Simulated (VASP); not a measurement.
A run of VASP 6.6.1 is set up as follows.

The input INCAR:

```
SYSTEM = GaN
ALGO = Normal
EDIFF = 1E-6
ENCUT = 520
GGA = PE
GGA_COMPAT = .False.
ISIF = 2
ISMEAR = -1
LASPH = .True.
LCHARG = .False.
LORBIT = 11
LORBMOM = .True.
LREAL = .False.
LSORBIT = .True.
LWAVE = .False.
MAGMOM = 0 0 0 0 0 0 0 0 0 0 0 0
NBANDS = 50
NELM = 150
PREC = Accurate
SIGMA = 0.05
```

KPOINTS

```
k-points
0
Gamma
  10 10 5
  0 0 0
```

The input POSCAR:

```
GaN
1.0
    3.1800000000      0.0000000000      0.0000000000
   -1.5900000000      2.7539607840      0.0000000000
    0.0000000000      0.0000000000      5.1660000000
Ga N
2 2
Direct
    0.6666666667      0.3333333333      0.5000000000
    0.3333333333      0.6666666667      0.0000000000
    0.6666666667      0.3333333333      0.8750000000
    0.3333333333      0.6666666667      0.3750000000
```

Potentials or basis: VASP PAW PBE potentials, release 64 (Ga_d, N).

Command:

```sh
$ cat potpaw_PBE.64/Ga_d/POTCAR potpaw_PBE.64/N/POTCAR > POTCAR
$ mpirun -np 1 vasp_ncl > vasp.out
```

Predict the net moment.

0.00 μB per cell.

Predict the largest force.

0.135 eV/Å.

What does it give for the pressure?

7.3 GPa.

Moments on the atoms (μB; x, y, z):
```
Ga  0.00 0.00 0.00
Ga  0.00 0.00 0.00
N   0.00 0.00 0.00
N   0.00 0.00 0.00
```

Caveat: the cell stands under pressure.
